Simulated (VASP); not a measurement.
Here is a VASP 6.6.1 calculation.

INCAR

```
  PREC = Accurate
  ENCUT = 520
  EDIFF = 1E-6
  ISMEAR = -1
  SIGMA = 0.08
  LREAL = False
  LASPH = True
  NELM = 80
  ALGO = Normal
  ISIF = 2
  LWAVE = False
  LCHARG = True
  GGA = PE
  LELF = True
  LVHAR = True
  NBANDS = 16
```

The input KPOINTS:

```
regular mesh
0
Gamma
  14 14 14
```

Contents of POSCAR:

```
ZnSe
1.0
    0.0000000000      2.6836815010      2.6836815010
    2.6836815010      0.0000000000      2.6836815010
    2.6836815010      2.6836815010      0.0000000000
Zn Se
1 1
Direct
    0.0000000000      0.0000000000      0.0000000000
    0.5000000000      0.5000000000      0.5000000000
```

Potentials or basis: VASP PAW PBE potentials, release 64 (Zn, Se).

The run is started by

```bash
$ cat potpaw_PBE.64/Zn/POTCAR potpaw_PBE.64/Se/POTCAR > POTCAR
$ mpirun -np 1 vasp_std > vasp.out
```

Question: Estimate the pressure.

Answer: 0.2 GPa.

Question: Predict the band gap on the k mesh.

Answer: Zero (band 9 reaches 3.13 eV, above the bottom of band 10 at 2.09 eV).
